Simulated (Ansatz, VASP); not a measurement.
One calculation of C, two programs

```
C
1.0
     1.25671    0.72556    3.98207
    -1.25671    0.72556    3.98207
     0.00000   -1.45112    3.98207
C
3
Direct
  0.00000 0.00000 0.00000
  0.26055 0.26055 0.26055
  0.73945 0.73945 0.73945
```

Alike in both runs: functional PBE; k mesh 21 × 21 × 21; occupations gaussian, width 0.1 eV; no spin polarisation.

Ansatz relaxed the structure, and its values are those at the end. VASP's run is a single point on that final structure, the one shown.

|  | VASP | Ansatz |
| --- | --- | --- |
| version | VASP 6.6.1 | Ansatz 0.2.0 |
| potentials or method | VASP PAW PBE potentials, release 64 (C), cutoff 520 eV | scalar-relativistic, plane waves, PAW |
| valence electrons in the cell | 12 | 12 |

|  | VASP | Ansatz | Ansatz less VASP |
| --- | --- | --- | --- |
| gap on the k mesh at the Fermi level (eV) | none | none | - |
| pressure (GPa) | 0.2 | 0.0 | -0.22 |
| rms of the force components (eV/Å) | 0.012 | 0.001 | -0.0104 |

A gap of «none» marks a metal or a gap that the smearing closes.
